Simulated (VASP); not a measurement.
# SnO2 (P2_1/c) in VASP: relaxation of the atoms with PBE

Aim: the relaxation of the atoms of SnO2 with PBE.

Program: VASP 6.6.1. These are calculated values, not measurements. Logs are shortened: lines on timing, memory, paths and dates and some standing lists are left out, and cuts for length are marked.

## 1. The cell of the first run

The structure is monoclinic, space group P2_1/c (No. 14). Conventional cell: a = 3.244 Å, b = 4.827 Å, c = 5.652 Å, α = 90.00°, β = 121.52°, γ = 90.00°. Sn (site symmetry -1) has 6 O at 2.06 to 2.12 Å within 2.7 Å. Within 2.7 Å of O (site symmetry 1) lie 3 Sn at 2.06 to 2.12 Å and 1 O at 2.64 Å.

## 2. Relaxation of the atoms, PBE (shear of c along a, cell held: +6.0 %)

INCAR reads:

```
ALGO = Normal ; EDIFF = 1E-7
EDIFFG = -0.008 ; ENCUT = 520
GGA = PE ; GGA_COMPAT = False
IBRION = 2 ; ISIF = 2
ISMEAR = 0 ; KPAR = 4
LASPH = True ; LCHARG = False
LREAL = False ; LWAVE = False
NELM = 120 ; NELMIN = 4
NSW = 60 ; PREC = Accurate
SIGMA = 0.02
```

KPOINTS reads:

```
k-points
0
Gamma
  6 6 8
```

POSCAR reads:

```
SnO2
1.0
    4.8271903440      0.0000000000      0.0000000000
    0.0000000000      4.8271903440      0.0000000000
    0.1942891351      0.0000000000      3.2381522517
Sn O
2 4
Direct
    0.5000000000      0.5000000000      0.5000000000
    0.0000000000      0.0000000000      0.0000000000
    0.1945152801      0.8074877307      0.4947676213
    0.8054847199      0.1925122693      0.5052323787
    0.3054847199      0.3074877307      0.0052323787
    0.6945152801      0.6925122693     -0.0052323787
```

Potentials or basis: VASP PAW PBE potentials, release 64 (Sn_d, O).

Run with:

```console
cat potpaw_PBE.64/Sn_d/POTCAR potpaw_PBE.64/O/POTCAR > POTCAR
mpirun -np 4 vasp_std > vasp.out
```

OUTCAR:

```text
EDIFF = 1E-7
   EDIFFG = -0.008
   ENCUT = 520
   GGA = PE
   IBRION = 2
   ISIF = 2
   ISMEAR = 0
   LASPH = True
   LREAL = False
   NELM = 120
   NELMIN = 4
   NSW = 60
   PREC = Accurate

 ion  position               nearest neighbor table
   1  0.500  0.500  0.500-   5 2.06   6 2.06   4 2.09   3 2.09   6 2.12   5 2.12   2 3.72   2 3.72
                             2 3.72   2 3.72
   2  0.000  0.000  0.000-   4 2.06   3 2.06   6 2.09   5 2.09   4 2.12   3 2.12   1 3.72   1 3.72
                             1 3.72   1 3.72
   3  0.195  0.807  0.495-   2 2.06   1 2.09   2 2.12
   4  0.805  0.193  0.505-   2 2.06   1 2.09   2 2.12
   5  0.305  0.307  0.005-   1 2.06   2 2.09   1 2.12
   6  0.695  0.693  0.995-   1 2.06   2 2.09   1 2.12

  LATTYP: Found a simple monoclinic cell.
 ALAT       =     3.2439756894
 B/A-ratio  =     1.4880476324
 C/A-ratio  =     1.4880476324
 COS(beta)  =    -0.0598922907

  Lattice vectors:

 A1 = (   0.1942891351,   0.0000000000,   3.2381522517)
 A2 = (   0.0000000000,   4.8271903440,   0.0000000000)
 A3 = (  -4.8271903440,   0.0000000000,   0.0000000000)

Analysis of symmetry for initial positions (statically):
=====================================================================
 Subroutine PRICEL returns:
 Original cell was already a primitive cell.

 Routine SETGRP: Setting up the symmetry group for a
 simple monoclinic supercell.

 Subroutine GETGRP returns: Found  4 space group operations
 (whereof  2 operations were pure point group operations)
 out of a pool of  4 trial point group operations.

The static configuration has the point symmetry S_2 .
 The point group associated with its full space group is C_2h.

Analysis of symmetry for dynamics (positions and initial velocities):
=====================================================================
 Subroutine PRICEL returns:
 Original cell was already a primitive cell.

 Routine SETGRP: Setting up the symmetry group for a
 simple monoclinic supercell.

 Subroutine GETGRP returns: Found  4 space group operations
 (whereof  2 operations were pure point group operations)
 out of a pool of  4 trial point group operations.

The dynamic configuration has the point symmetry S_2 .
 The point group associated with its full space group is C_2h.

 Subroutine INISYM returns: Found  4 space group operations
 (whereof  2 operations are pure point group operations),
 and found     1 'primitive' translations

[... 108 lines left out ...]
   ISIF   =      2    stress and relaxation
   ISYM   =      2    0-nonsym 1-usesym 2-fastsym
   POTIM  = 0.5000    time-step for ionic-motion
   TEBEG  =    0.0;   TEEND  =   0.0 temperature during run
   PSTRESS=    0.0 pullay stress
   NELECT =      52.0000    total number of electrons
   NUPDOWN=      -1.0000    fix difference up-down
   EMIN   =  10.00;   EMAX   =-10.00  energy-range for DOS
   EFERMI =   0.00;   METHOD = LEGACY
   ISMEAR =     0;   SIGMA  =   0.02  broadening in eV -4-tet -1-fermi 0-gaus
   EFERMI_NEDOS =   21; number of points for ismear=-14 and -15
   IALGO  =     38    algorithm
   IMIX   =      4    mixing-type and parameters
     AMIX     =   0.40;   BMIX     =  1.00
     AMIX_MAG =   1.60;   BMIX_MAG =  1.00
  volume/ion in A,a.u.               =      12.58        84.87
  Fermi-wavevector in a.u.,A,eV,Ry     =   1.446041  2.732621 28.450248  2.091034
  Thomas-Fermi vector in A             =   2.564154
   LORBIT       =      0    0 simple, 1 ext, 2 COOP (PROOUT), +10 PAW based schemes
   GGA     = PE    functional components
   LHFCALC =     F    Hartree Fock is set to
   AEXX    =    0.0000 exact exchange contribution
   IVDW    =     0    specifies the selected vdW correction
   LEPSILON=     F    determine dielectric tensor
   LRPA    =     F    only Hartree local field effects (RPA)
 conjugate gradient relaxation of ions
 non-spin polarized calculation
 Gauss-broadening in eV      SIGMA  =   0.02
  energy-cutoff  :      520.00
  volume of cell :       75.45
 maximum number of plane-waves:      2060
   NGX = 17   NGY = 17   NGZ = 13

--------------------------------------- Ionic step        1  -------------------------------------------

 number of electron      52.0000011 magnetization

 Free energy of the ion-electron system (eV)
  ---------------------------------------------------
  ext. energy  EPLUGINS =         0.00000000
  ---------------------------------------------------
  free energy    TOTEN  =       -37.23855148 eV

  energy without entropy =      -37.23855148  energy(sigma->0) =      -37.23855148

------------------------ aborting loop because EDIFF is reached ----------------------------------------

  FORCE on cell =-STRESS in cart. coord.  units (eV):
  Direction    XX          YY          ZZ          XY          YZ          ZX
  --------------------------------------------------------------------------------------
  -------------------------------------------------------------------------------------
  Total        0.2631342      0.3695898      0.4436628      0.0000000      0.0000000     -2.4984738
  in kB        5.5872972      7.8477381      9.4205775      0.0000000      0.0000000    -53.0516959
  external PRESSURE =       7.6185376 kB  Pullay stress =       0.0000000 kB
[... 107 lines left out ...]
--------------------------------------- Ionic step        4  -------------------------------------------

 number of electron      52.0000018 magnetization

 Free energy of the ion-electron system (eV)
  ---------------------------------------------------
  ext. energy  EPLUGINS =         0.00000000
  ---------------------------------------------------
  free energy    TOTEN  =       -37.23952028 eV

  energy without entropy =      -37.23952028  energy(sigma->0) =      -37.23952028

 E-fermi :   5.6990     XC(G=0): -10.9792

 val. band max:        5.5602005326   @ k =   0.0000   0.0000   0.0000
 cond. band min:       6.1973699511   @ k =   0.0000   0.0000   0.0000
 fundamental gap:      0.6371694184
 Fermi energy:         5.6990044419

 k-point     1 :       0.0000    0.0000    0.0000
  band No.  band energies     occupation
      1     -15.5008      2.00000
      2     -14.8358      2.00000
      3     -14.6496      2.00000
      4     -14.6345      2.00000
      5     -14.6234      2.00000
      6     -14.5511      2.00000
[... 805 lines left out ...]
     30      12.4522      0.00000
     31      15.0523      0.00000

 [... further k-points ...]

------------------------ aborting loop because EDIFF is reached ----------------------------------------

  FORCE on cell =-STRESS in cart. coord.  units (eV):
  Direction    XX          YY          ZZ          XY          YZ          ZX
  --------------------------------------------------------------------------------------
  -------------------------------------------------------------------------------------
  Total        0.2275468      0.3428353      0.3317812      0.0000000      0.0000000     -2.3870552
  in kB        4.8316471      7.2796412      7.0449226      0.0000000      0.0000000    -50.6858737
  external PRESSURE =       6.3854036 kB  Pullay stress =       0.0000000 kB
[... 21 lines left out ...]
  FREE ENERGIE OF THE ION-ELECTRON SYSTEM (eV)
  ---------------------------------------------------
  free  energy   TOTEN  =       -37.2395202759 eV

  energy  without entropy=      -37.2395202759  energy(sigma->0) =      -37.23952028

 reached required accuracy - stopping structural energy minimisation
```

OSZICAR:

```text
N       E                     dE             d eps       ncg     rms          rms(c)
DAV:   1     0.653973614784E+03    0.65397E+03   -0.26330E+04  6973   0.258E+03
DAV:   2     0.539631504069E+02   -0.60001E+03   -0.57958E+03  7404   0.683E+02
DAV:   3    -0.387088262595E+02   -0.92672E+02   -0.91128E+02  7533   0.225E+02
[... 31 lines left out ...]
DAV:   2    -0.372395258871E+02   -0.86717E-04   -0.92184E-04  7905   0.201E-01    0.156E-02
DAV:   3    -0.372395223059E+02    0.35813E-05   -0.14013E-05  7863   0.297E-02    0.100E-02
DAV:   4    -0.372395200372E+02    0.22687E-05   -0.79898E-06  8106   0.265E-02    0.157E-03
DAV:   5    -0.372395202747E+02   -0.23751E-06   -0.26363E-06  7057   0.116E-02    0.129E-03
DAV:   6    -0.372395202759E+02   -0.11687E-08   -0.27214E-08  4582   0.189E-03
   4 F= -.37239520E+02 E0= -.37239520E+02  d E =-.625982E-04
```

CONTCAR:

```text
SnO2
   1.00000000000000
     4.8271903439999999    0.0000000000000000    0.0000000000000000
     0.0000000000000000    4.8271903439999999    0.0000000000000000
     0.1942891351000000    0.0000000000000000    3.2381522516999999
  Sn              O
     2     4
Direct
     0.5000000000000000    0.5000000000000000    0.5000000000000000
     1.0000000000000000    0.0000000000000000    0.0000000000000000
     0.1948641876950613    0.8074345680926338    0.4928584724410324
     0.8051358123049386    0.1925654319073662    0.5071415275589676
     0.3051358123049387    0.3074345680926339    0.0071415275589676
     0.6948641876950614    0.6925654319073662    0.9928584724410324

  0.00000000E+00  0.00000000E+00  0.00000000E+00
  0.00000000E+00  0.00000000E+00  0.00000000E+00
  0.00000000E+00  0.00000000E+00  0.00000000E+00
  0.00000000E+00  0.00000000E+00  0.00000000E+00
  0.00000000E+00  0.00000000E+00  0.00000000E+00
  0.00000000E+00  0.00000000E+00  0.00000000E+00
```

Wall time 91 s (4 MPI ranks of AMD EPYC 7R13 (Zen 3), shared host); peak memory 0.29 GiB.

What came out:

- Free energy: -37.2395 eV
- Energy gained by relaxing: 0.2 meV/atom
- Ionic steps: 4
- Pressure after relaxing: 0.6 GPa
- Largest force after relaxing: 0.007 eV/Å
- Band gap on the k mesh: 0.64 eV

Forces in eV/Å, atoms in the order of the input:
```
Sn   0.000  0.000  0.000
Sn   0.000  0.000  0.000
O    0.004  0.006  0.000
O   -0.004 -0.006  0.000
O   -0.004  0.006  0.000
O    0.004 -0.006  0.000
```

Stress tensor (GPa, compression positive):
```
 0.48  0.00 -5.07
 0.00  0.73  0.00
-5.07  0.00  0.70
```

Step by step:
```tsv
step	energy change (eV)	largest force (eV/Å)	pressure (GPa)
1	0.0000	0.0773	0.76
2	-0.0008	0.0316	0.67
3	-0.0009	0.0223	0.62
4	-0.0010	0.0071	0.64
```

Final structure:
```cif
data_structure
_symmetry_space_group_name_H-M 'P 1'
_symmetry_Int_Tables_number 1
_cell_length_a 4.8272
_cell_length_b 4.8272
_cell_length_c 3.2440
_cell_angle_alpha 90.000
_cell_angle_beta 86.566
_cell_angle_gamma 90.000
_cell_volume 75.45
loop_
_atom_site_label
_atom_site_type_symbol
_atom_site_fract_x
_atom_site_fract_y
_atom_site_fract_z
_atom_site_occupancy
Sn1 Sn 0.50000 0.50000 0.50000 1
Sn2 Sn 0.00000 0.00000 0.00000 1
O1 O 0.19486 0.80743 0.49286 1
O2 O 0.80514 0.19257 0.50714 1
O3 O 0.30514 0.30743 0.00714 1
O4 O 0.69486 0.69257 0.99286 1
```

Caveat: the cell differs from its parent crystal (shear of c along a, cell held: +6.0 %); semilocal functionals underestimate gaps, and a narrow one can read as zero; spin-orbit coupling is left out, which moves the levels of the heavy elements.
